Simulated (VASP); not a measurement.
# MgCd2SeS2 (P-6m2) in VASP: notebook, part 2 of 2

VASP 6.6.1. Earlier steps stand in the parts before.

### Step 3. Single point, PBE

This run uses another cell than the first one, of 26.40 Å³/atom.

Contents of INCAR:

```
SYSTEM = MgCd2SeS2
  PREC = Accurate
  ENCUT = 520
  EDIFF = 1E-6
  ISMEAR = 0
  SIGMA = 0.1
  LREAL = .False.
  LASPH = .True.
  NELM = 80
  ALGO = Normal
  ISIF = 2
  LWAVE = .False.
  LCHARG = .False.
  GGA = PE
  NBANDS = 31
```

Contents of KPOINTS:

```
regular mesh
0
Gamma
  6 6 2
  0 0 0
```

Contents of POSCAR:

```
MgCd2SeS2
1.0
    4.5989320148      0.0000000000      0.0000000000
   -2.2994660074      3.9827919551      0.0000000000
    0.0000000000      0.0000000000      8.6481246104
Mg Cd Se S
1 2 1 2
Direct
    0.6666666667      0.3333333333      0.0000000000
    0.3333333333      0.6666666667      0.0000000000
    0.3333333333      0.6666666667      0.5000000000
    0.0000000000      0.0000000000      0.5000000000
    0.0000000000      0.0000000000      0.1783637084
    0.0000000000      0.0000000000      0.8216362916
```

Potentials or basis: VASP PAW PBE potentials, release 64 (Mg, Cd, Se, S).

Launch:

```console
cat potpaw_PBE.64/Mg/POTCAR potpaw_PBE.64/Cd/POTCAR potpaw_PBE.64/Se/POTCAR potpaw_PBE.64/S/POTCAR > POTCAR
mpirun -np 1 vasp_std > vasp.out
```

OUTCAR:

```text
SYSTEM = MgCd2SeS2
   PREC = Accurate
   ENCUT = 520
   EDIFF = 1E-6
   ISMEAR = 0
   LREAL = .False.
   LASPH = .True.
   NELM = 80
   ISIF = 2
   GGA = PE

 ion  position               nearest neighbor table
   1  0.667  0.333  0.000-   2 2.66   2 2.66   2 2.66   6 3.07   5 3.07   5 3.07   6 3.07   5 3.07
                             6 3.07
   2  0.333  0.667  0.000-   1 2.66   1 2.66   1 2.66   6 3.07   5 3.07   6 3.07   5 3.07   6 3.07
                             5 3.07
   3  0.333  0.667  0.500-   4 2.66   4 2.66   4 2.66
   4  0.000  0.000  0.500-   3 2.66   3 2.66   3 2.66   6 2.78   5 2.78
   5  0.000  0.000  0.178-   4 2.78   2 3.07   1 3.07   1 3.07   2 3.07   1 3.07   2 3.07
   6  0.000  0.000  0.822-   4 2.78   2 3.07   1 3.07   1 3.07   2 3.07   1 3.07   2 3.07

  LATTYP: Found a hexagonal cell.
 ALAT       =     4.5989320148
 C/A-ratio  =     1.8804636778

  Lattice vectors:

 A1 = (   4.5989320148,   0.0000000000,   0.0000000000)
 A2 = (  -2.2994660074,   3.9827919551,   0.0000000000)
 A3 = (   0.0000000000,   0.0000000000,   8.6481246104)

Analysis of symmetry for initial positions (statically):
=====================================================================
 Subroutine PRICEL returns:
 Original cell was already a primitive cell.

 Routine SETGRP: Setting up the symmetry group for a
 hexagonal supercell.

 Subroutine GETGRP returns: Found 12 space group operations
 (whereof 12 operations were pure point group operations)
 out of a pool of 24 trial point group operations.

The static configuration has the point symmetry D_3h.

Analysis of symmetry for dynamics (positions and initial velocities):
=====================================================================
 Subroutine PRICEL returns:
 Original cell was already a primitive cell.

 Routine SETGRP: Setting up the symmetry group for a
 hexagonal supercell.

 Subroutine GETGRP returns: Found 12 space group operations
 (whereof 12 operations were pure point group operations)
 out of a pool of 24 trial point group operations.
[... 121 lines left out ...]
  Thomas-Fermi vector in A             =   2.203801
   LORBIT       =      0    0 simple, 1 ext, 2 COOP (PROOUT), +10 PAW based schemes
   GGA     = PE    functional components
   LHFCALC =     F    Hartree Fock is set to
   AEXX    =    0.0000 exact exchange contribution
   IVDW    =     0    specifies the selected vdW correction
   LEPSILON=     F    determine dielectric tensor
   LRPA    =     F    only Hartree local field effects (RPA)
 non-spin polarized calculation
 Gauss-broadening in eV      SIGMA  =   0.10
  energy-cutoff  :      520.00
  volume of cell :      158.40
 maximum number of plane-waves:      4299
 NGX is ok and might be reduce to    36
   NGX = 17   NGY = 17   NGZ = 33

 number of electron      44.0000001 magnetization

 Free energy of the ion-electron system (eV)
  ---------------------------------------------------
  ext. energy  EPLUGINS =         0.00000000
  ---------------------------------------------------
  free energy    TOTEN  =       -14.74713398 eV

  energy without entropy =      -14.73537438  energy(sigma->0) =      -14.74125418

 E-fermi :   2.5673     XC(G=0):  -8.7582

 val. band max:        2.3245897298   @ k =   0.1667   0.0000   0.5000
 cond. band min:       2.5762501383   @ k =   0.3333   0.1667   0.0000
 fundamental gap:      0.2516604086
 Fermi energy:         2.5672820678

 k-point     1 :       0.0000    0.0000    0.0000
  band No.  band energies     occupation
      1     -11.7257      2.00000
      2     -10.0801      2.00000
      3      -9.6228      2.00000
      4      -6.9771      2.00000
      5      -6.9771      2.00000
      6      -6.8234      2.00000
[... 465 lines left out ...]
     30       7.6267      0.00000
     31       7.7364      0.00000

------------------------ aborting loop because EDIFF is reached ----------------------------------------

  FORCE on cell =-STRESS in cart. coord.  units (eV):
  Direction    XX          YY          ZZ          XY          YZ          ZX
  --------------------------------------------------------------------------------------
  -------------------------------------------------------------------------------------
  Total        0.2835420      0.2835420     -0.0098321      0.0000000      0.0000000      0.0000000
  in kB        2.8678827      2.8678827     -0.0994464      0.0000000      0.0000000      0.0000000
  external PRESSURE =       1.8787730 kB  Pullay stress =       0.0000000 kB

 VOLUME and BASIS-vectors are now :
 -----------------------------------------------------------------------------
  energy-cutoff  :      520.00
  volume of cell :      158.40
      direct lattice vectors                 reciprocal lattice vectors
     4.598932015  0.000000000  0.000000000     0.217441788  0.125540075  0.000000000
    -2.299466007  3.982791955  0.000000000     0.000000000  0.251080150  0.000000000
     0.000000000  0.000000000  8.648124610     0.000000000  0.000000000  0.115632006

 POSITION                                       TOTAL-FORCE (eV/Angst)
 -----------------------------------------------------------------------------------
      2.29947      1.32760      0.00000         0.000000     -0.000000      0.000000
     -0.00000      2.65519      0.00000         0.000000      0.000000      0.000000
     -0.00000      2.65519      4.32406        -0.000000      0.000000      0.000000
      0.00000      0.00000      4.32406         0.000000      0.000000      0.000000
      0.00000      0.00000      1.54251         0.000000      0.000000      0.007104
      0.00000      0.00000      7.10561         0.000000      0.000000     -0.007104
 -----------------------------------------------------------------------------------
    total drift:                                0.000000     -0.000000     -0.000000

  FREE ENERGIE OF THE ION-ELECTRON SYSTEM (eV)
  ---------------------------------------------------
  free  energy   TOTEN  =       -14.7471339820 eV

  energy  without entropy=      -14.7353743803  energy(sigma->0) =      -14.74125418
```

stdout:

```text
POSCAR found type information on POSCAR MgCdSeS
 POSCAR found :  4 types and       6 ions
 scaLAPACK will be used
 LDA part: xc-table for (Slater+PW92), standard interpolation
 POSCAR, INCAR and KPOINTS ok, starting setup
 FFT: planning ... GRIDC
 FFT: planning ... GRID_SOFT
 FFT: planning ... GRID
 WAVECAR not read
 entering main loop
```

It took 3.2 min on 1 thread of Intel Xeon 8259CL, shared host; peak memory 0.31 GiB.

Results:

```
Free energy            : -14.7471 eV
Pressure               : 0.2 GPa
Largest force          : 0.007 eV/Å
Band gap on the k mesh : zero (bands 22 and 23 overlap by 1.63 eV)
```

Forces in eV/Å, atoms in the order of the input:
```
Mg   0.000  0.000  0.000
Cd   0.000  0.000  0.000
Cd   0.000  0.000  0.000
Se   0.000  0.000  0.000
S    0.000  0.000  0.007
S    0.000  0.000 -0.007
```

Stress tensor (GPa, compression positive):
```
 0.29  0.00  0.00
 0.00  0.29  0.00
 0.00  0.00 -0.01
```

Caveat: the k points lie up to 0.36 Å⁻¹ apart, too coarse for converged energies and pressures of a metal.

### Step 4. Single point, PBE

This run uses another cell than the first one, of 25.87 Å³/atom.

Contents of INCAR:

```
  PREC = Accurate
  ENCUT = 520
  EDIFF = 1E-6
  ISMEAR = 0
  SIGMA = 0.1
  LREAL = F
  LASPH = T
  NELM = 100
  ALGO = Normal
  ISIF = 2
  LWAVE = F
  LCHARG = F
  GGA = PE
  NBANDS = 31
```

Contents of KPOINTS:

```
regular mesh
0
Gamma
  12 12 6
```

Contents of POSCAR:

```
MgCd2SeS2
1.0
    4.6875289131      0.0000000000      0.0000000000
   -2.3437644565      4.0595191197      0.0000000000
    0.0000000000      0.0000000000      8.1580722891
Mg Cd Se S
1 2 1 2
Direct
    0.6666666667      0.3333333333      0.0000000000
    0.3333333333      0.6666666667      0.0000000000
    0.3333333333      0.6666666667      0.5000000000
    0.0000000000      0.0000000000      0.5000000000
    0.0000000000      0.0000000000      0.1727178955
    0.0000000000      0.0000000000      0.8272821045
```

Launch:

```console
cat potpaw_PBE.64/Mg/POTCAR potpaw_PBE.64/Cd/POTCAR potpaw_PBE.64/Se/POTCAR potpaw_PBE.64/S/POTCAR > POTCAR
mpirun -np 1 vasp_std > vasp.out
```

Run time: 9.9 min. Hardware: 1 thread of Intel Xeon 8259CL, shared host; peak memory 0.53 GiB.

The run converged. Its results:

| Item | Value |
| --- | --- |
| Free energy | -14.9437 eV |
| Pressure | 0.1 GPa |
| Largest force | 0.009 eV/Å |
| Band gap on the k mesh | zero (bands 22 and 23 overlap by 1.82 eV) |

Forces on the atoms (eV/Å):
```
Mg   0.000  0.000  0.000
Cd   0.000  0.000  0.000
Cd   0.000  0.000  0.000
Se   0.000  0.000  0.000
S    0.000  0.000  0.009
S    0.000  0.000 -0.009
```

Stress tensor (GPa, compression positive):
```
 0.09  0.00  0.00
 0.00  0.09  0.00
 0.00  0.00 -0.02
```

Levels at points of the mesh, in eV from the Fermi level:
```csv
k point,band 19,band 20,band 21,band 22,band 23,band 24,band 25,band 26
"(0.00, 0.00, 0.00)",-2.00,-2.00,-1.79,-1.79,-1.04,0.85,2.04,2.04
"(0.50, 0.00, 0.00)",-3.20,-2.84,-1.92,-0.88,1.01,1.72,2.35,2.82
"(0.00, 0.00, 0.50)",-2.79,-1.68,-1.24,-1.24,-0.42,0.42,2.11,2.11
"(0.50, 0.00, 0.50)",-2.55,-1.46,-1.10,-0.28,0.42,0.54,1.13,3.23
```

### Step 5. The runs side by side

| cell | k mesh | gap on the mesh (eV) | pressure (GPa) | largest force (eV/Å) |
| --- | --- | --- | --- | --- |
| a = 4.115, b = 4.115, c = 10.051 Å, angles 90.0, 90.0, 120.0°, 6 atoms, atomic positions A | 6 × 6 × 2 | none | 53.5 | 30.84 |
| a = 4.599, b = 4.599, c = 8.648 Å, angles 90.0, 90.0, 120.0°, 6 atoms, atomic positions B | 6 × 6 × 2 | none | 0.2 | 0.01 |
| a = 4.688, b = 4.688, c = 8.158 Å, angles 90.0, 90.0, 120.0°, 6 atoms, atomic positions C | 12 × 12 × 6 | none | 0.1 | 0.01 |

Alike in all rows: task single point; level PBE; potentials or basis VASP PAW PBE potentials, release 64 (Mg, Cd, Se, S); no spin polarisation; cutoff (eV) 520; smearing gaussian 0.1 eV.

Caveats: some runs use coarse meshes; the cell stands under pressure (at least some runs); forces of over 1 eV/Å act on the atoms, so gaps and moduli don't describe the material at rest (at least some runs).

Total energies depend on the potentials used, so only differences within one code and one set of settings carry meaning.
